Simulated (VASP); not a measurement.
Set up this calculation in VASP 6.6.1, as the native input.

```
Task                   : single point
Functional             : LDA
Potentials or basis    : VASP PAW LDA potentials, release 64 (Ba_sv)
Cutoff                 : 520 eV
k mesh                 : 14 × 14 × 8
Occupations            : gaussian, width 0.15 eV
Spin                   : no spin polarisation
Dipole correction      : no
Further INCAR settings : ALGO = Fast; EDIFF = 1e-06; NBANDS = 11
```

The structure of Ba lies in POSCAR:

```
Ba
1.0
    1.9550000000     -3.6500000000      0.0000000000
    1.9550000000      3.6500000000      0.0000000000
    0.0000000000      0.0000000000      5.7000000000
Ba
1
Direct
    0.0000000000      0.0000000000      0.0000000000
```

These files were run (other wordings do the same):

INCAR

```
PREC = Accurate
ENCUT = 520
EDIFF = 1E-6
ISMEAR = 0
SIGMA = 0.15
LREAL = False
LASPH = True
NELM = 80
ALGO = Fast
ISIF = 2
LWAVE = False
LCHARG = True
GGA = CA
LELF = True
LVHAR = True
NBANDS = 11
```

KPOINTS

```
regular mesh
0
Gamma
  14 14 8
```

Potentials or basis: VASP PAW LDA potentials, release 64 (Ba_sv).

The run is started by

```sh
$ cat potpaw_LDA.64/Ba_sv/POTCAR > POTCAR
$ mpirun -np 1 vasp_std > vasp.out
```

Results of the run:

```yaml
Pressure: -0.3 GPa
Band_gap_on_the_k_mesh: zero (band 5 reaches 1.39 eV, above the bottom of band 6 at 0.31 eV)
```

Caveat: spin-orbit coupling is left out, which moves the levels of the heavy elements.

Wall time 5.9 min on 1 thread of Oxide Virtual Turin-like Processor (shared host), peak memory 0.33 GiB.
